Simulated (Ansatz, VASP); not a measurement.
# Two plane-wave programs on PbSe

```
Pb Se
1.0
     0.00000    3.06864    3.06864
     3.06864    0.00000    3.06864
     3.06864    3.06864    0.00000
Pb Se
1 1
Direct
  0.00000 0.00000 0.00000
  0.50000 0.50000 0.50000
```

Alike in both runs: functional r2SCAN; k mesh 8 × 8 × 8; occupations fermi-dirac, width 0.02 eV; no spin polarisation.

Ansatz relaxed the structure, and its values are those at the end. VASP's run is a single point on that final structure, the one shown.

|  | VASP | Ansatz |
| --- | --- | --- |
| version | VASP 6.6.1 | Ansatz 0.2.0 |
| potentials or method | VASP PAW PBE potentials, release 64 (Pb_d, Se), cutoff 520 eV | PAW plane waves |
| valence electrons in the cell | 20 | 30 |

|  | VASP | Ansatz | Ansatz less VASP |
| --- | --- | --- | --- |
| pressure (GPa) | 1.1 | 1.1 | -0.03 |

VASP's potentials were made for PBE, not for r2SCAN. The functional is the same, so the differences come from potentials, cutoffs and numerics. VASP's potentials hold 20 valence electrons a cell and Ansatz's 30, so a difference there can come from the potentials and not from the codes. Ansatz's warnings: stress scf threshold loose.

Neither program's run includes spin-orbit coupling.
